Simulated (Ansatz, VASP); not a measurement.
# One calculation of KCl, two programs

```xyz
2
Lattice="0.0000 3.1561 3.2192 3.1561 0.0000 3.2192 3.1561 3.1561 0.0000" Properties=species:S:1:pos:R:3 pbc="T T T"
K     0.0000    0.0000    0.0000
Cl    3.1561    3.1561    3.2192
```

Change from the starting cell: strain +0.0200 x Voigt [0, 0, 1, 0, 0, 0], atoms carried along.

Alike in both runs: task single point; functional PBE; k mesh 6 × 6 × 6; occupations gaussian, width 0.05 eV; no spin polarisation.

|  | VASP | Ansatz |
| --- | --- | --- |
| version | VASP 6.6.1 | Ansatz 0.2.0 |
| potentials or method | VASP PAW PBE potentials, release 64 (K_sv, Cl), cutoff 520 eV | scalar-relativistic, plane waves, PAW |
| valence electrons in the cell | 16 | 16 |

VASP gave:

| Quantity | Value |
| --- | --- |
| gap on the k mesh at the Fermi level (eV) | 5.08 |
| least direct gap on the mesh (eV) | 5.08 |
| pressure (GPa) | 0.3 |
| traceless stress, the component that is largest in VASP (GPa) | -0.41 |

Task: Estimate Ansatz's values.

Result: gap on the k mesh at the Fermi level (eV): 5.09; least direct gap on the mesh (eV): 5.09; pressure (GPa): 0.2; traceless stress, the component that is largest in VASP (GPa): -0.41.
